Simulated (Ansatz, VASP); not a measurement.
One calculation of Nb2O, two programs

```xyz
6
Lattice="5.2140 0.0000 0.0000 0.0000 5.5552 0.0000 0.0000 0.0000 2.8381" Properties=species:S:1:pos:R:3 pbc="T T T"
Nb    1.1633    1.7979    0.0000
Nb    4.0507    3.7573    0.0000
Nb    3.7703    0.9797    1.4190
Nb    1.4437    4.5755    1.4190
O     0.0000    0.0000    0.0000
O     2.6070    2.7776    1.4190
```

Alike in both runs: functional PBE; k mesh 8 × 8 × 14; occupations gaussian, width 0.1 eV; no spin polarisation.

Ansatz relaxed the structure, and its values are those at the end. VASP's run is a single point on that final structure, the one shown.

|  | VASP | Ansatz |
| --- | --- | --- |
| version | VASP 6.6.1 | Ansatz 0.2.0 |
| potentials or method | VASP PAW PBE potentials, release 64 (Nb_sv, O), cutoff 520 eV | scalar-relativistic, plane waves, PAW |
| valence electrons in the cell | 64 | 64 |

|  | VASP | Ansatz | Ansatz less VASP |
| --- | --- | --- | --- |
| gap on the k mesh at the Fermi level (eV) | none | none | - |
| pressure (GPa) | -0.4 | 0.0 | +0.36 |
| rms of the force components (eV/Å) | 0.002 | 0.004 | +0.0019 |

A gap of «none» marks a metal or a gap that the smearing closes. The functional is the same, so the differences come from potentials, cutoffs and numerics.
